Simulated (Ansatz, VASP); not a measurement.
## Si in VASP and in Ansatz

```
Si
1.0
     0.02129    2.71086    2.68956
     2.71086    0.02129    2.68956
     2.73215    2.73215    0.00000
Si
2
Direct
  0.00112 0.00112 0.99888
  0.24888 0.24888 0.25112
```

Change from the starting cell: strained cell.

Alike in both runs: functional PBEsol; k mesh 10 × 10 × 10; occupations gaussian, width 0.02 eV; no spin polarisation.

Ansatz relaxed the structure, and its values are those at the end. VASP's run is a single point on that final structure, the one shown.

|  | VASP | Ansatz |
| --- | --- | --- |
| version | VASP 6.6.1 | Ansatz 0.2.0 |
| potentials or method | VASP PAW PBE potentials, release 64 (Si), cutoff 500 eV | scalar-relativistic, plane waves, PAW |
| valence electrons in the cell | 8 | 8 |

```csv
,VASP,Ansatz,Ansatz less VASP
gap on the k mesh at the Fermi level (eV),0.32,0.33,+0.007
least direct gap on the mesh (eV),2.39,2.39,+0.003
pressure (GPa),1.5,1.4,-0.12
```

VASP's potentials were made for PBE, not for PBEsol, and Ansatz warns of the same on its side. Ansatz's warnings: stress scf threshold loose.
